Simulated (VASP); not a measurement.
# C (Fmmm) in VASP: a series of runs

The runs below take C through single point, with PBE+D3(BJ).

Program: VASP 6.6.1. These are calculated values, not measurements. Logs are shortened: lines on timing, memory, paths and dates and some standing lists are left out, and cuts for length are marked.

## Step 1: The cell of the first run

The structure is orthorhombic, space group Fmmm (No. 69). The conventional cell has a = 2.438 Å, b = 5.063 Å, c = 6.720 Å, α = 90.00°, β = 90.00°, γ = 90.00°. Within 2.0 Å of C (site symmetry m2m) lie 3 C at 1.48 to 1.69 Å.

## Step 2: Single point, PBE+D3(BJ) (10.37 Å³/atom)

File INCAR:

```
SYSTEM = C
PREC = Accurate
ENCUT = 520
EDIFF = 1E-6
ISMEAR = 0
SIGMA = 0.03
LREAL = .FALSE.
LASPH = .TRUE.
NELM = 100
ALGO = Normal
ISIF = 2
LWAVE = .FALSE.
LCHARG = .TRUE.
GGA = PE
IVDW = 12
LELF = .TRUE.
LVHAR = .TRUE.
NBANDS = 11
```

File KPOINTS:

```
Automatic mesh
0
G
  18 18 18
  0 0 0
```

File POSCAR:

```
C
1.0
    0.0000000000      2.5316040775      3.3601027432
    1.2190749652      0.0000000000      3.3601027432
    1.2190749652      2.5316040775      0.0000000000
C
2
Direct
    0.1666966007      0.8333033993      0.1666966007
    0.8333033993      0.1666966007      0.8333033993
```

Potentials or basis: VASP PAW PBE potentials, release 64 (C).

The run is started by

```console
$ cat potpaw_PBE.64/C/POTCAR > POTCAR
$ mpirun -np 1 vasp_std > vasp.out
```

OUTCAR:

```text
SYSTEM = C
   PREC = Accurate
   ENCUT = 520
   EDIFF = 1E-6
   ISMEAR = 0
   LREAL = .FALSE.
   LASPH = .TRUE.
   NELM = 100
   ISIF = 2
   GGA = PE
   IVDW = 12
 IVDW          = 12

 ion  position               nearest neighbor table
   1  0.167  0.833  0.167-   2 1.48   2 1.48   2 1.69
   2  0.833  0.167  0.833-   1 1.48   1 1.48   1 1.69

  LATTYP: Found a face centered orthorhombic cell.
 ALAT       =     2.4381499304
 B/A-ratio  =     2.0766598854
 C/A-ratio  =     2.7562724518

  Lattice vectors:

 A1 = (   0.0000000000,   2.5316040775,   3.3601027432)
 A2 = (   1.2190749652,   0.0000000000,   3.3601027432)
 A3 = (   1.2190749652,   2.5316040775,   0.0000000000)

Analysis of symmetry for initial positions (statically):
=====================================================================
 Subroutine PRICEL returns:
 Original cell was already a primitive cell.

 Routine SETGRP: Setting up the symmetry group for a
 face centered orthorhombic supercell.

 Subroutine GETGRP returns: Found  8 space group operations
 (whereof  8 operations were pure point group operations)
 out of a pool of  8 trial point group operations.

The static configuration has the point symmetry D_2h.

Analysis of symmetry for dynamics (positions and initial velocities):
=====================================================================
 Subroutine PRICEL returns:
 Original cell was already a primitive cell.

 Routine SETGRP: Setting up the symmetry group for a
 face centered orthorhombic supercell.

 Subroutine GETGRP returns: Found  8 space group operations
 (whereof  8 operations were pure point group operations)
 out of a pool of  8 trial point group operations.

The dynamic configuration has the point symmetry D_2h.

 Subroutine INISYM returns: Found  8 space group operations
 (whereof  8 operations are pure point group operations),
 and found     1 'primitive' translations

----------------------------------------------------------------------------------------

                                     Primitive cell

  volume of cell :      20.7400

  direct lattice vectors                    reciprocal lattice vectors
     0.000000000  2.531604077  3.360102743    -0.410147049  0.197503237  0.148804974
     1.219074965  0.000000000  3.360102743     0.410147049 -0.197503237  0.148804974
     1.219074965  2.531604077  0.000000000     0.410147049  0.197503237 -0.148804974

  length of vectors
[... 90 lines left out ...]
   POTIM  = 0.5000    time-step for ionic-motion
   TEBEG  =    0.0;   TEEND  =   0.0 temperature during run
   PSTRESS=    0.0 pullay stress
   NELECT =       8.0000    total number of electrons
   NUPDOWN=      -1.0000    fix difference up-down
   EMIN   =  10.00;   EMAX   =-10.00  energy-range for DOS
   EFERMI =   0.00;   METHOD = LEGACY
   ISMEAR =     0;   SIGMA  =   0.03  broadening in eV -4-tet -1-fermi 0-gaus
   EFERMI_NEDOS =   21; number of points for ismear=-14 and -15
   IALGO  =     38    algorithm
   IMIX   =      4    mixing-type and parameters
     AMIX     =   0.40;   BMIX     =  1.00
     AMIX_MAG =   1.60;   BMIX_MAG =  1.00
  volume/ion in A,a.u.               =      10.37        69.98
  Fermi-wavevector in a.u.,A,eV,Ry     =   1.191704  2.251995 19.322444  1.420160
  Thomas-Fermi vector in A             =   2.327760
   LORBIT       =      0    0 simple, 1 ext, 2 COOP (PROOUT), +10 PAW based schemes
   GGA     = PE    functional components
   LHFCALC =     F    Hartree Fock is set to
   AEXX    =    0.0000 exact exchange contribution
   IVDW    =    12    specifies the selected vdW correction
   LEPSILON=     F    determine dielectric tensor
   LRPA    =     F    only Hartree local field effects (RPA)
 non-spin polarized calculation
 Gauss-broadening in eV      SIGMA  =   0.03
  energy-cutoff  :      520.00
  volume of cell :       20.74
 maximum number of plane-waves:       576
   NGX = 15   NGY = 13   NGZ = 11

 number of electron       8.0000000 magnetization

 Free energy of the ion-electron system (eV)
  ---------------------------------------------------
  ext. energy  EPLUGINS =         0.00000000
  ---------------------------------------------------
  free energy    TOTEN  =       -17.02728310 eV

  energy without entropy =      -17.02728310  energy(sigma->0) =      -17.02728310

 E-fermi :   3.4611     XC(G=0):  -9.8211

 val. band max:        3.3360855002   @ k =   0.0000   0.2778   0.2778
 cond. band min:       3.5842542661   @ k =   0.0000   0.2778   0.2778
 fundamental gap:      0.2481687659
 Fermi energy:         3.4611447072

 k-point     1 :       0.0000    0.0000    0.0000
  band No.  band energies     occupation
      1     -14.5938      2.00000
      2      -1.6979      2.00000
      3      -0.2730      2.00000
      4       1.0324      2.00000
      5       6.3015      0.00000
      6       8.5275      0.00000
      7      11.9947      0.00000
      8      12.0336      0.00000
      9      13.9674      0.00000
     10      23.5904      0.00000
     11      26.2574      0.00000
[... 309 lines left out ...]
 k-point    24 :      -0.2222    0.0556    0.0000
  band No.  band energies     occupation
      1     -12.8343      2.00000
      2      -3.7270      2.00000
      3      -2.0047      2.00000
      4      -0.0311      2.00000
      5       7.4293      0.00000
      6       8.4554      0.00000
      7      10.8710      0.00000
      8      12.9263      0.00000
      9      18.9097      0.00000
     10      20.2389      0.00000
     11      23.3087      0.00000

 [... further k-points ...]

------------------------ aborting loop because EDIFF is reached ----------------------------------------

 Edisp (eV)   -0.28026

 E8    (eV) :    -0.0796

  FORCE on cell =-STRESS in cart. coord.  units (eV):
  Direction    XX          YY          ZZ          XY          YZ          ZX
  --------------------------------------------------------------------------------------
  -------------------------------------------------------------------------------------
  Total      -0.88984   -15.23040     0.19089     0.00000     0.00000     0.00000
  in kB     -68.74096 -1176.55749    14.74668     0.00000     0.00000     0.00000
  external pressure =     -410.18 kB  Pullay stress =        0.00 kB

 VOLUME and BASIS-vectors are now :
 -----------------------------------------------------------------------------
  energy-cutoff  :      520.00
  volume of cell :       20.74
      direct lattice vectors                 reciprocal lattice vectors
     0.000000000  2.531604077  3.360102743    -0.410147049  0.197503237  0.148804974
     1.219074965  0.000000000  3.360102743     0.410147049 -0.197503237  0.148804974
     1.219074965  2.531604077  0.000000000     0.410147049  0.197503237 -0.148804974

 POSITION                                       TOTAL-FORCE (eV/Angst)
 -----------------------------------------------------------------------------------
      1.21907      0.84402      3.36010         0.000000      1.534124      0.000000
      1.21907      4.21919      3.36010         0.000000     -1.534124      0.000000
 -----------------------------------------------------------------------------------
    total drift:                                0.000000     -0.000000      0.000000

  FREE ENERGIE OF THE ION-ELECTRON SYSTEM (eV)
  ---------------------------------------------------
  free  energy   TOTEN  =       -17.3075434875 eV

  energy  without entropy=      -17.3075434875  energy(sigma->0) =      -17.30754349
```

stdout:

```text
POSCAR found type information on POSCAR C
 POSCAR found :  1 types and       2 ions
 scaLAPACK will be used
 LDA part: xc-table for (Slater+PW92), standard interpolation
 POSCAR, INCAR and KPOINTS ok, starting setup
 FFT: planning ... GRIDC
 FFT: planning ... GRID_SOFT
 FFT: planning ... GRID
 WAVECAR not read
 entering main loop
```

Wall time 85 s (1 thread of Intel Xeon 6975P-C (Granite Rapids), shared host); peak memory 0.29 GiB.

Results:

| Property | Result |
| --- | --- |
| Free energy | -17.3075 eV |
| Pressure | -41.0 GPa |
| Largest force | 1.534 eV/Å |
| Dispersion energy per atom | -0.140 eV |

Forces in eV/Å, atoms in the order of the input:
```
C    0.000  1.534  0.000
C    0.000 -1.534  0.000
```

Stress tensor (GPa, compression positive):
```
  -6.87    0.00    0.00
   0.00 -117.66    0.00
   0.00    0.00    1.47
```

Caveat: the cell stands under tension; forces of over 1 eV/Å act on the atoms, so gaps and moduli don't describe the material at rest.

## Step 3: Single point, PBE+D3(BJ) (10.37 Å³/atom)

File INCAR:

```
ALGO = Normal
EDIFF = 1E-6
ENCUT = 520
GGA = PE
ISIF = 2
ISMEAR = 0
IVDW = 12
LASPH = T
LCHARG = F
LREAL = F
LWAVE = F
NBANDS = 11
NELM = 80
PREC = Accurate
SIGMA = 0.03
```

File KPOINTS:

```
k-points
0
Gamma
  18 18 18
```

File POSCAR:

```
C
1.0
    0.0000000000      2.3826497567      3.4635411115
    1.2566033192      0.0000000000      3.4635411115
    1.2566033192      2.3826497567      0.0000000000
C
2
Direct
    0.1666966007      0.8333033993      0.1666966007
    0.8333033993      0.1666966007      0.8333033993
```

Potentials or basis: VASP PAW PBE potentials, release 64 (C).

The run is started by

```console
$ cat potpaw_PBE.64/C/POTCAR > POTCAR
$ mpirun -np 1 vasp_std > vasp.out
```

Wall time 64 s (1 thread of Intel Xeon 6975P-C (Granite Rapids), shared host); peak memory 0.28 GiB.

Results (log left out):

```
Free energy                : -18.0422 eV
Pressure                   : -38.0 GPa
Largest force              : 0.420 eV/Å
Dispersion energy per atom : -0.139 eV
```

Forces on the atoms (eV/Å):
```
C    0.000  0.420  0.000
C    0.000 -0.420  0.000
```

Stress tensor (GPa, compression positive):
```
-28.65   0.00   0.00
  0.00 -85.68   0.00
  0.00   0.00   0.19
```

Caveat: the cell stands under tension.
